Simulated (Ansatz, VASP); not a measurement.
One calculation of ScBe4Al2B3, two programs

File INCAR:

```
PREC = Accurate ; ENCUT = 600
EDIFF = 1E-6 ; ISMEAR = 0
SIGMA = 0.1 ; LREAL = False
LASPH = True ; NELM = 100
ALGO = Normal ; ISIF = 3
LWAVE = False ; LCHARG = False
GGA = PE ; IBRION = 2
NSW = 90 ; EDIFFG = -0.04
```

File KPOINTS:

```
Automatic mesh
0
Gamma
  6 6 4
```

Contents of POSCAR:

```
ScBe4Al2B3
1.0
    4.3610089700      0.0000000000      0.0000000000
   -2.1805044900      3.7767445500      0.0000000000
    0.0000000000      0.0000000000      7.2414407900
Sc Be Al B
1 4 2 3
Direct
    0.6666666700      0.3333333300      0.0000000000
    0.3333333300      0.6666666700      0.7558285600
    0.3333333300      0.6666666700      0.2441714400
    0.3333333300      0.6666666700      0.0000000000
    0.0000000000      0.0000000000      0.5000000000
    0.0000000000      0.0000000000      0.0000000000
    0.3333333300      0.6666666700      0.5000000000
    0.0000000000      0.0000000000      0.2458927600
    0.0000000000      0.0000000000      0.7541072400
    0.6666666700      0.3333333300      0.5000000000
```

Input for Ansatz:

```yaml
crystal:
  lattice:
    - [4.36100897, 0.0, 0.0]
    - [-2.18050449, 3.77674455, 0.0]
    - [0.0, 0.0, 7.24144079]
  atoms:
    - { symbol: Sc, position: [0.66666667, 0.33333333, 0.0] }
    - { symbol: Be, position: [0.33333333, 0.66666667, 0.75582856] }
    - { symbol: Be, position: [0.33333333, 0.66666667, 0.24417144] }
    - { symbol: Be, position: [0.33333333, 0.66666667, 0.0] }
    - { symbol: Be, position: [0.0, 0.0, 0.5] }
    - { symbol: Al, position: [0.0, 0.0, 0.0] }
    - { symbol: Al, position: [0.33333333, 0.66666667, 0.5] }
    - { symbol: B, position: [0.0, 0.0, 0.24589276] }
    - { symbol: B, position: [0.0, 0.0, 0.75410724] }
    - { symbol: B, position: [0.66666667, 0.33333333, 0.5] }
basis:
  ecutwfc: 420
kpoints:
  mp_grid: { grid: [6, 6, 4] }
hamiltonian:
  xc: pbe
scf:
  occupations: { method: gaussian, width: 0.1 }
  lower_state_search: "off"
output:
  forces: true
  stress: true
  eigenvalues: true
relax:
  adjacent_minimum: "off"
  f_tol: 0.04
  max_steps: 70
  cell: { stress_tol: 0.4 }
```

Alike in both runs: task relaxation of cell and atoms; functional PBE; k mesh 6 × 6 × 4; occupations gaussian, width 0.1 eV; no spin polarisation.

```csv
,VASP,Ansatz
version,VASP 6.6.1,Ansatz 0.2.0
potentials or method,"VASP PAW PBE potentials, release 64 (Sc_sv, Be, Al, B), cutoff 600 eV","scalar-relativistic, plane waves, PAW"
valence electrons in the cell,34,34
```

Ansatz gave:

* gap on the k mesh at the Fermi level, each at its own relaxed structure (eV): none
* relaxed volume (Å³/atom): 12.79
* relaxed length of the cell vector where the two differ most in proportion (Å): 8.723

Question: Which values does VASP return?

Answer: gap on the k mesh at the Fermi level, each at its own relaxed structure (eV): none; relaxed volume (Å³/atom): 12.80; relaxed length of the cell vector where the two differ most in proportion (Å): 8.733.

A gap of «none» marks a metal or a gap that the smearing closes.
